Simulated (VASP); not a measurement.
# InP3 (R-3m) in VASP: further runs

The runs below take InP3 through single point, with r2SCAN.

All numbers are computed with VASP 6.6.1; they aren't measurements. Logs are shortened: lines on timing, memory, paths and dates and some standing lists are left out, and cuts for length are marked.

### 1 The cell of the first run

Symmetry: R-3m, No. 166, trigonal system. The conventional cell has a = 7.184 Å, b = 7.184 Å, c = 9.299 Å, α = 90.00°, β = 90.00°, γ = 120.00°. Within 3.3 Å of In (site symmetry 3m) lie 6 P at 2.54 to 2.74 Å. Within 2.8 Å of P (site symmetry m) lie 2 P at 2.10 Å and 2 In at 2.54 to 2.74 Å.

### 2 Single point, r2SCAN (strain -0.040 along x and y, -0.080 along z)

Contents of POSCAR:

```
InP3
1.0
    3.5918390046      2.0737492162      3.0997117923
   -3.5918390046      2.0737492162      3.0997117923
    0.0000000000     -4.1474984323      3.0997117923
In P
2 6
Direct
    0.2702520051      0.2702520051      0.2702520051
    0.7297479949      0.7297479949      0.7297479949
    0.7982893833      0.2446976833      0.7982893833
    0.7982893833      0.7982893833      0.2446976833
    0.2446976833      0.7982893833      0.7982893833
    0.2017106167      0.7553023167      0.2017106167
    0.7553023167      0.2017106167      0.2017106167
    0.2017106167      0.2017106167      0.7553023167
```

Contents of INCAR.step1:

```
  ALGO = Normal
  EDIFF = 1E-5
  ENCUT = 550
  GGA = PE
  GGA_COMPAT = False
  ISMEAR = 0
  LASPH = True
  LCHARG = False
  LREAL = False
  LWAVE = True
  NBANDS = 38
  NELM = 120
  PREC = Accurate
  SIGMA = 0.15
```

Contents of INCAR.step2:

```
  ALGO = Normal
  EDIFF = 1E-6
  ENCUT = 550
  GGA_COMPAT = False
  ISIF = 2
  ISMEAR = 0
  ISTART = 1
  LASPH = True
  LCHARG = False
  LMIXTAU = True
  LREAL = False
  LWAVE = False
  METAGGA = R2SCAN
  NBANDS = 38
  NELM = 120
  PREC = Accurate
  SIGMA = 0.15
```

Contents of KPOINTS:

```
k-points
0
Gamma
  6 6 6
```

Potentials or basis: VASP PAW PBE potentials, release 64 (In_d, P).

The run is started by

```
$ cat potpaw_PBE.64/In_d/POTCAR potpaw_PBE.64/P/POTCAR > POTCAR
$ cp INCAR.step1 INCAR
$ mpirun -np 1 vasp_std > vasp.out
$ cp INCAR.step2 INCAR
$ mpirun -np 1 vasp_std > vasp.out
```

OUTCAR:

```text
EDIFF = 1E-6
   ENCUT = 550
   ISIF = 2
   ISMEAR = 0
   ISTART = 1
   LASPH = True
   LREAL = False
   METAGGA = R2SCAN
   NELM = 120
   PREC = Accurate

 ion  position               nearest neighbor table
   1  0.270  0.270  0.270-   8 2.54   7 2.54   6 2.54   8 2.74   6 2.74   7 2.74
   2  0.730  0.730  0.730-   4 2.54   3 2.54   5 2.54   4 2.74   5 2.74   3 2.74
   3  0.798  0.245  0.798-   7 2.10   8 2.10   2 2.54   2 2.74
   4  0.798  0.798  0.245-   6 2.10   7 2.10   2 2.54   2 2.74
   5  0.245  0.798  0.798-   6 2.10   8 2.10   2 2.54   2 2.74
   6  0.202  0.755  0.202-   5 2.10   4 2.10   1 2.54   1 2.74
   7  0.755  0.202  0.202-   3 2.10   4 2.10   1 2.54   1 2.74
   8  0.202  0.202  0.755-   3 2.10   5 2.10   1 2.54   1 2.74

  LATTYP: Found a trigonal (rhomboedric) cell.
 ALAT       =     5.1778331802
 COS(alpha) =     0.0375734132

  Lattice vectors:

 A1 = (   3.5918390046,   2.0737492162,   3.0997117923)
 A2 = (  -3.5918390046,   2.0737492162,   3.0997117923)
 A3 = (   0.0000000000,  -4.1474984323,   3.0997117923)

Analysis of symmetry for initial positions (statically):
=====================================================================
 Subroutine PRICEL returns:
 Original cell was already a primitive cell.

 Routine SETGRP: Setting up the symmetry group for a
 trigonal (rhombohedral) supercell.

 Subroutine GETGRP returns: Found 12 space group operations
 (whereof 12 operations were pure point group operations)
 out of a pool of 12 trial point group operations.

The static configuration has the point symmetry D_3d.

Analysis of symmetry for dynamics (positions and initial velocities):
=====================================================================
 Subroutine PRICEL returns:
 Original cell was already a primitive cell.

 Routine SETGRP: Setting up the symmetry group for a
 trigonal (rhombohedral) supercell.

 Subroutine GETGRP returns: Found 12 space group operations
 (whereof 12 operations were pure point group operations)
 out of a pool of 12 trial point group operations.

The dynamic configuration has the point symmetry D_3d.

 Subroutine INISYM returns: Found 12 space group operations
 (whereof 12 operations are pure point group operations),
 and found     1 'primitive' translations

----------------------------------------------------------------------------------------

                                     Primitive cell

  volume of cell :     138.5306

  direct lattice vectors                    reciprocal lattice vectors
     3.591839005  2.073749216  3.099711792     0.139204457  0.080369731  0.107536879
    -3.591839005  2.073749216  3.099711792    -0.139204457  0.080369731  0.107536879
     0.000000000 -4.147498432  3.099711792     0.000000000 -0.160739462  0.107536879

  length of vectors
     5.177833180  5.177833180  5.177833180     0.193394300  0.193394300  0.193394300

  position of ions in fractional coordinates (direct lattice)
     0.270252005  0.270252005  0.270252005
     0.729747995  0.729747995  0.729747995
     0.798289383  0.244697683  0.798289383
     0.798289383  0.798289383  0.244697683
     0.244697683  0.798289383  0.798289383
     0.201710617  0.755302317  0.201710617
     0.755302317  0.201710617  0.201710617
     0.201710617  0.201710617  0.755302317

  ion indices of the primitive-cell ions
   primitive index   ion index
                 1           1
                 2           2
                 3           3
                 4           4
                 5           5
                 6           6
                 7           7
                 8           8

----------------------------------------------------------------------------------------

 KPOINTS: k-points

Automatic generation of k-mesh.
 Grid dimensions read from file:
 generate k-points for:    6    6    6

 Generating k-lattice:

  Cartesian coordinates                     Fractional coordinates (reciprocal lattice)
     0.023200743  0.013394955  0.017922813     0.166666667  0.000000000 -0.000000000
    -0.023200743  0.013394955  0.017922813     0.000000000  0.166666667 -0.000000000
     0.000000000 -0.026789910  0.017922813     0.000000000  0.000000000  0.166666667

  Length of vectors
     0.032232383  0.032232383  0.032232383

  Shift w.r.t. Gamma in fractional coordinates (k-lattice)
     0.000000000  0.000000000  0.000000000

 Subroutine IBZKPT returns following result:
 ===========================================

 Found     32 irreducible k-points:

 Following reciprocal coordinates:
            Coordinates               Weight
  0.000000  0.000000  0.000000      1.000000
  0.166667  0.000000  0.000000      6.000000
  0.333333 -0.000000  0.000000      6.000000
  0.500000 -0.000000  0.000000      3.000000
  0.166667  0.166667  0.000000      6.000000
  0.333333  0.166667  0.000000     12.000000
[... 16 lines left out ...]
  0.500000  0.500000  0.166667      6.000000
 -0.333333  0.500000  0.166667     12.000000
 [... further k-points ...]
   k-points           NKPTS =     32   k-points in BZ     NKDIM =     32   number of bands    NBANDS=     38
   number of dos      NEDOS =    301   number of ions     NIONS =      8
   total plane-waves  NPLWV =  64000
   dimension x,y,z NGX =    40 NGY =   40 NGZ =   40
   dimension x,y,z NGXF=    80 NGYF=   80 NGZF=   80
   ions per type =               2   6
   NGX,Y,Z   is equivalent  to a cutoff of  12.84, 12.84, 12.84 a.u.
   NGXF,Y,Z  is equivalent  to a cutoff of  25.69, 25.69, 25.69 a.u.
 SYSTEM =  unknown system
   PREC   = accura    normal or accurate (medium, high low for compatibility)
   ISTART =      1    job   : 0-new  1-cont  2-samecut
   ICHARG =      0    charge: 1-file 2-atom 10-const
   ISPIN  =      1    spin polarized calculation?
   LNONCOLLINEAR =      F non collinear calculations
   LSORBIT =      F    spin-orbit coupling
   LASPH  =      T    aspherical Exc in radial PAW
   ENCUT  =  550.0 eV  40.42 Ry    6.36 a.u.   9.90  9.90  9.90*2*pi/ulx,y,z
   NELM   =    120;   NELMIN=  2; NELMDL=  0     # of ELM steps
   EDIFF  = 0.1E-05   stopping-criterion for ELM
   LREAL  =      F    real-space projection
   EDIFFG = 0.1E-04   stopping-criterion for IOM
   NSW    =      0    number of steps for IOM
   IBRION =     -1    ionic relax: 0-MD 1-quasi-New 2-CG
   NFREE  =      0    steps in history (QN), initial steepest desc. (CG)
   ISIF   =      2    stress and relaxation
   ISYM   =      2    0-nonsym 1-usesym 2-fastsym
   POTIM  = 0.5000    time-step for ionic-motion
   TEBEG  =    0.0;   TEEND  =   0.0 temperature during run
   PSTRESS=    0.0 pullay stress
   NELECT =      56.0000    total number of electrons
   NUPDOWN=      -1.0000    fix difference up-down
   EMIN   =  10.00;   EMAX   =-10.00  energy-range for DOS
   EFERMI =   0.00;   METHOD = LEGACY
   ISMEAR =     0;   SIGMA  =   0.15  broadening in eV -4-tet -1-fermi 0-gaus
   EFERMI_NEDOS =   21; number of points for ismear=-14 and -15
   IALGO  =     38    algorithm
   IMIX   =      4    mixing-type and parameters
     AMIX     =   0.40;   BMIX     =  1.00
     AMIX_MAG =   1.60;   BMIX_MAG =  1.00
  volume/ion in A,a.u.               =      17.32       116.86
  Fermi-wavevector in a.u.,A,eV,Ry     =   1.210474  2.287465 19.935914  1.465248
  Thomas-Fermi vector in A             =   2.346020
   LORBIT       =      0    0 simple, 1 ext, 2 COOP (PROOUT), +10 PAW based schemes
   METAGGA = R2SCAN    functional components
   LHFCALC =     F    Hartree Fock is set to
   AEXX    =    0.0000 exact exchange contribution
   IVDW    =     0    specifies the selected vdW correction
   LEPSILON=     F    determine dielectric tensor
   LRPA    =     F    only Hartree local field effects (RPA)
 non-spin polarized calculation
 Gauss-broadening in eV      SIGMA  =   0.15
  energy-cutoff  :      550.00
  volume of cell :      138.53
 maximum number of plane-waves:      4083
   NGX = 19   NGY = 19   NGZ = 19

 number of electron      56.0000015 magnetization

 Free energy of the ion-electron system (eV)
  ---------------------------------------------------
  ext. energy  EPLUGINS =         0.00000000
  ---------------------------------------------------
  free energy    TOTEN  =       -98.99990569 eV

  energy without entropy =      -98.99210477  energy(sigma->0) =      -98.99600523

 E-fermi :   8.5257     XC(G=0): -11.3776

 val. band max:        8.4938593140   @ k =   0.1667   0.1667   0.1667
 cond. band min:       8.5958023636   @ k =   0.1667   0.1667   0.0000
 fundamental gap:      0.1019430496
 Fermi energy:         8.5257349109

 k-point     1 :       0.0000    0.0000    0.0000
  band No.  band energies     occupation
      1      -7.7678      2.00000
      2      -7.0858      2.00000
      3      -7.0858      2.00000
      4      -6.7848      2.00000
      5      -6.7848      2.00000
      6      -6.6288      2.00000
[... 30 lines left out ...]
     37      16.1244      0.00000
     38      16.1906      0.00000

 k-point     2 :       0.1667    0.0000    0.0000
  band No.  band energies     occupation
      1      -7.7028      2.00000
      2      -7.0656      2.00000
      3      -7.0272      2.00000
      4      -6.7961      2.00000
      5      -6.7725      2.00000
      6      -6.6306      2.00000
[... 30 lines left out ...]
     37      15.0266      0.00000
     38      15.1834      0.00000

 k-point     3 :       0.3333   -0.0000    0.0000
  band No.  band energies     occupation
      1      -7.5785      2.00000
      2      -7.0179      2.00000
      3      -6.8716      2.00000
      4      -6.8258      2.00000
      5      -6.7219      2.00000
      6      -6.6361      2.00000
[... 30 lines left out ...]
     37      14.7505      0.00000
     38      15.4394      0.00000

 k-point     4 :       0.5000   -0.0000    0.0000
  band No.  band energies     occupation
      1      -7.5227      2.00000
      2      -6.9867      2.00000
      3      -6.8480      2.00000
      4      -6.8105      2.00000
      5      -6.6540      2.00000
      6      -6.6502      2.00000
[... 30 lines left out ...]
     37      14.6329      0.00000
     38      15.2001      0.00000
[... 703 lines left out ...]
      4      -6.7872      2.00000
      5      -6.7191      2.00000
      6      -6.6401      2.00000
[... 30 lines left out ...]
     37      14.1903      0.00000
     38      14.4552      0.00000

 k-point    23 :       0.5000    0.5000    0.1667
  band No.  band energies     occupation
      1      -7.3150      2.00000
      2      -6.8692      2.00000
      3      -6.7620      2.00000
      4      -6.7403      2.00000
      5      -6.7297      2.00000
      6      -6.6401      2.00000
[... 30 lines left out ...]
     37      13.5484      0.00000
     38      13.7662      0.00000

 k-point    24 :      -0.3333    0.5000    0.1667
  band No.  band energies     occupation
      1      -7.3595      2.00000
      2      -6.8687      2.00000
      3      -6.8026      2.00000
      4      -6.7531      2.00000
      5      -6.6925      2.00000
      6      -6.6316      2.00000
[... 30 lines left out ...]
     37      13.8165      0.00000
     38      14.0372      0.00000

 [... further k-points ...]

------------------------ aborting loop because EDIFF is reached ----------------------------------------

  FORCE on cell =-STRESS in cart. coord.  units (eV):
  Direction    XX          YY          ZZ          XY          YZ          ZX
  --------------------------------------------------------------------------------------
  -------------------------------------------------------------------------------------
  Total       16.0463447     16.0463447     14.7725703      0.0000000      0.0000000     -0.0000000
  in kB      185.5842162    185.5842162    170.8523615      0.0000000      0.0000000     -0.0000000
  external PRESSURE =     180.6735979 kB  Pullay stress =       0.0000000 kB

 VOLUME and BASIS-vectors are now :
 -----------------------------------------------------------------------------
  energy-cutoff  :      550.00
  volume of cell :      138.53
      direct lattice vectors                 reciprocal lattice vectors
     3.591839005  2.073749216  3.099711792     0.139204457  0.080369731  0.107536879
    -3.591839005  2.073749216  3.099711792    -0.139204457  0.080369731  0.107536879
     0.000000000 -4.147498432  3.099711792     0.000000000 -0.160739462  0.107536879

 POSITION                                       TOTAL-FORCE (eV/Angst)
 -----------------------------------------------------------------------------------
      0.00000      0.00000      2.51311        -0.000000      0.000000      0.200335
      0.00000      0.00000      6.78603        -0.000000     -0.000000     -0.200335
      1.98841     -1.14801      5.70743        -0.740077      0.427283     -1.233442
      0.00000      2.29602      5.70743        -0.000000     -0.854567     -1.233442
     -1.98841     -1.14801      5.70743         0.740077      0.427283     -1.233442
     -1.98841      1.14801      3.59171         0.740077     -0.427283      1.233442
      1.98841      1.14801      3.59171        -0.740077     -0.427283      1.233442
      0.00000     -2.29602      3.59171        -0.000000      0.854567      1.233442
 -----------------------------------------------------------------------------------
    total drift:                                0.000000     -0.000000      0.000000

  FREE ENERGIE OF THE ION-ELECTRON SYSTEM (eV)
  ---------------------------------------------------
  free  energy   TOTEN  =       -98.9999056918 eV

  energy  without entropy=      -98.9921047675  energy(sigma->0) =      -98.99600523
```

Wall time 3.8 min (1 thread of Intel Xeon 6975P-C (Granite Rapids), shared host); peak memory 0.34 GiB.

Results:

| Item | Value |
| --- | --- |
| Free energy | -98.9999 eV |
| Pressure | 18.1 GPa |
| Largest force | 1.501 eV/Å |
| Band gap on the k mesh | zero (bands 28 and 29 overlap by 0.21 eV) |

Forces in eV/Å, atoms in the order of the input:
```
In   0.000  0.000  0.200
In   0.000  0.000 -0.200
P   -0.740  0.427 -1.233
P    0.000 -0.855 -1.233
P    0.740  0.427 -1.233
P    0.740 -0.427  1.233
P   -0.740 -0.427  1.233
P    0.000  0.855  1.233
```

Stress tensor (GPa, compression positive):
```
18.56  0.00  0.00
 0.00 18.56  0.00
 0.00  0.00 17.09
```

Caveat: the cell differs from its parent crystal (strain -0.040 along x and y, -0.080 along z); the cell stands under pressure; semilocal functionals underestimate gaps, and a narrow one can read as zero; the PAW data sets were made with another functional, which shifts forces and pressure a little; spin-orbit coupling is left out, which moves the levels of the heavy elements.

### 3 Single point, r2SCAN (strain -0.080 along x and y, +0.040 along z)

Edit POSCAR of step 2 so:

```diff
@@ -2,5 +2,5 @@
 1.0
-    3.5918390046      2.0737492162      3.0997117923
-   -3.5918390046      2.0737492162      3.0997117923
-    0.0000000000     -4.1474984323      3.0997117923
+    3.4421790460      1.9873429988      3.5040220260
+   -3.4421790460      1.9873429988      3.5040220260
+    0.0000000000     -3.9746859977      3.5040220260
 In P
```

Contents of INCAR.step1:

```
SYSTEM = InP3
ALGO = Normal ; EDIFF = 1E-5
ENCUT = 550 ; GGA = PE
GGA_COMPAT = .FALSE. ; ISMEAR = 0
LASPH = .TRUE. ; LCHARG = .FALSE.
LREAL = .FALSE. ; LWAVE = .TRUE.
NBANDS = 38 ; NELM = 120
PREC = Accurate ; SIGMA = 0.15
```

Contents of INCAR.step2:

```
SYSTEM = InP3
ALGO = Normal ; EDIFF = 1E-6
ENCUT = 550 ; GGA_COMPAT = .FALSE.
ISIF = 2 ; ISMEAR = 0
ISTART = 1 ; LASPH = .TRUE.
LCHARG = .FALSE. ; LMIXTAU = .TRUE.
LREAL = .FALSE. ; LWAVE = .FALSE.
METAGGA = R2SCAN ; NBANDS = 38
NELM = 120 ; PREC = Accurate
SIGMA = 0.15
```

Contents of KPOINTS:

```
k-points
0
G
  6 6 6
  0 0 0
```

Potentials or basis: VASP PAW PBE potentials, release 64 (In_d, P).

The run is started by

```
$ cat potpaw_PBE.64/In_d/POTCAR potpaw_PBE.64/P/POTCAR > POTCAR
$ cp INCAR.step1 INCAR
$ mpirun -np 1 vasp_std > vasp.out
$ cp INCAR.step2 INCAR
$ mpirun -np 1 vasp_std > vasp.out
```

Wall time 4.9 min (1 thread of Intel Xeon 6975P-C (Granite Rapids), shared host); peak memory 0.38 GiB.

Results (log left out):

- Free energy: -98.5926 eV
- Pressure: 17.1 GPa
- Largest force: 1.295 eV/Å
- Band gap on the k mesh: zero (bands 28 and 29 overlap by 0.62 eV)

Forces on the atoms (eV/Å):
```
In   0.000  0.000 -0.385
In   0.000  0.000  0.385
P   -0.950  0.548 -0.688
P    0.000 -1.097 -0.688
P    0.950  0.548 -0.688
P    0.950 -0.548  0.688
P   -0.950 -0.548  0.688
P    0.000  1.097  0.688
```

Stress tensor (GPa, compression positive):
```
23.33  0.00  0.00
 0.00 23.33  0.00
 0.00  0.00  4.53
```

Levels at points of the mesh, in eV from the Fermi level:
| k point | band 25 | band 26 | band 27 | band 28 | band 29 | band 30 | band 31 | band 32 |
| --- | --- | --- | --- | --- | --- | --- | --- | --- |
| (0.00, 0.00, 0.00) | -2.51 | -2.51 | -0.71 | -0.71 | -0.44 | -0.44 | 2.13 | 2.33 |
| (0.50, 0.00, 0.00) | -2.83 | -1.74 | -1.58 | -1.28 | 0.60 | 2.56 | 2.84 | 2.86 |
| (0.50, 0.50, 0.00) | -2.06 | -1.21 | -0.99 | -0.04 | 1.69 | 1.90 | 2.06 | 2.77 |
| (0.50, 0.50, 0.50) | 0.11 | 0.11 | 0.16 | 0.16 | 1.20 | 1.20 | 1.68 | 2.21 |

Caveat: the cell differs from its parent crystal (strain -0.080 along x and y, +0.040 along z); the stress differs along the axes, from 5 to 23 GPa; semilocal functionals underestimate gaps, and a narrow one can read as zero; the PAW data sets were made with another functional, which shifts forces and pressure a little; spin-orbit coupling is left out, which moves the levels of the heavy elements.

(Continued in part 2 of 2.)

The gap in the log of VASP goes by the Fermi energy; the results here count the filled bands.